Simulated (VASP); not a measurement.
Runs of VASP 6.6.1 on MnSi4. The structure is that of space group Im-3m (No. 229), or close to it. The cells are those of the table. 

| task | cell | k mesh | cutoff (eV) | gap on the mesh (eV) | pressure (GPa) | moment (μB) |
| --- | --- | --- | --- | --- | --- | --- |
| single point | a = 4.589 Å, angles 109.5°, 5 atoms | 10 × 10 × 10 | 520 | none | -0.1 | 1.28 |
| single point | a = 4.591 Å, angles 109.5°, 5 atoms | 4 × 4 × 4 | 520 | none | 0.0 | 1.17 |
| relaxation of cell and atoms | relaxed from a = 4.643 Å, angles 109.5°, 5 atoms | 4 × 4 × 4 | 600 | none | 0.0 | 1.17 |
| single point | a = 4.643 Å, angles 109.5°, 5 atoms | 4 × 4 × 4 | 520 | none | -3.5 | (a) |

Alike in all rows: level PBE; potentials or basis VASP PAW PBE potentials, release 64 (Mn_pv, Si); spin collinear, ferromagnetic start; smearing gaussian 0.1 eV.

Problem. Estimate the missing entries.

Solution. (a) 1.53.

Caveats: some runs use coarse meshes; the moment fell far below its start of 4 μB, so a state of higher moment may lie lower in energy (some runs).

A gap of «none» marks levels without a gap at the run's occupations.
